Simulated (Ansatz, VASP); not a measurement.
# ScSi2 in VASP and in Ansatz

The input INCAR:

```
PREC = Accurate
ENCUT = 520
EDIFF = 1E-8
ISMEAR = -1
SIGMA = 0.05
LREAL = F
LASPH = T
NELM = 100
ALGO = Normal
ISIF = 2
LWAVE = F
LCHARG = F
GGA = PS
LEFG = T
NBANDS = 16
```

Contents of KPOINTS:

```
regular mesh
0
Gamma
  13 13 11
```

POSCAR

```
ScSi2
1.0
    3.6354342207      0.0000000000      0.0000000000
   -1.8177171104      3.1483783889      0.0000000000
    0.0000000000      0.0000000000      3.8440260630
Sc Si
1 2
Direct
    0.0000000000      0.0000000000      0.0000000000
    0.3333333333      0.6666666667      0.5000000000
    0.6666666667      0.3333333333      0.5000000000
```

Input for Ansatz:

```yaml
crystal:
  lattice:
    - [3.6354342207, 0.0, 0.0]
    - [-1.8177171104, 3.1483783889, 0.0]
    - [0.0, 0.0, 3.844026063]
  atoms:
    - { symbol: Sc, position: [0.0, 0.0, 0.0] }
    - { symbol: Si, position: [0.3333333333, 0.6666666667, 0.5] }
    - { symbol: Si, position: [0.6666666667, 0.3333333333, 0.5] }
kpoints:
  mp_grid: { grid: [13, 13, 11] }
scf:
  occupations: { method: fermi_dirac, width: 0.05 }
hamiltonian:
  xc: pbesol
  pseudopotentials: { kind: paw }
output:
  forces: true
  stress: true
  eigenvalues: true
  efg: { contact_densities: true }
```

Change from the starting cell: volume scaled by 0.98, PAW files.

Alike in both runs: task electric field gradients; functional PBEsol; k mesh 13 × 13 × 11; occupations fermi-dirac, width 0.05 eV; no spin polarisation.

```csv
,VASP,Ansatz
version,VASP 6.6.1,Ansatz 0.2.0
potentials or method,"VASP PAW PBE potentials, release 64 (Sc_sv, Si)","PAW with Ansatz's default frozen-core files, scalar-relativistic"
plane-wave cutoff (eV),520,420
valence electrons in the cell,19,19
```

Ansatz gave:

- pressure (GPa): 25.7
- traceless stress, the component that is largest in VASP (GPa): -26.71
- size of Vzz on the site where it differs most (V/Å²): 12.6

**Question.** Which values does VASP return?

**Answer.** Pressure (GPa): 26.1; traceless stress, the component that is largest in VASP (GPa): -26.74; size of Vzz on the site where it differs most (V/Å²): 17.8.

VASP's potentials were made for PBE, not for PBEsol.
